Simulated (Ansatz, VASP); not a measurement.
**Pb in VASP and in Ansatz**

```
Pb
1.0
     5.51480    3.18397    1.85293
    -5.51480    3.18397    1.85293
     0.00000   -6.36794    1.85293
Pb
6
Direct
  0.43450 0.24951 0.06591
  0.06591 0.43450 0.24951
  0.24951 0.06591 0.43450
  0.56550 0.75049 0.93409
  0.93409 0.56550 0.75049
  0.75049 0.93409 0.56550
```

Alike in both runs: functional PBE; k mesh 6 × 6 × 6; occupations gaussian, width 0.1 eV; no spin polarisation.

Ansatz relaxed the structure, and its values are those at the end. VASP's run is a single point on that final structure, the one shown.

|  | VASP | Ansatz |
| --- | --- | --- |
| version | VASP 6.6.1 | Ansatz 0.2.0 |
| potentials or method | VASP PAW PBE potentials, release 64 (Pb_d), cutoff 520 eV | scalar-relativistic, plane waves, PAW |
| valence electrons in the cell | 84 | 84 |

```tsv
	VASP	Ansatz	Ansatz less VASP
gap on the k mesh at the Fermi level (eV)	none	none	-
pressure (GPa)	-0.1	0.0	+0.09
rms of the force components (eV/Å)	0.004	0.004	0.0000
```

A gap of «none» marks a metal or a gap that the smearing closes.

Neither program's run includes spin-orbit coupling.
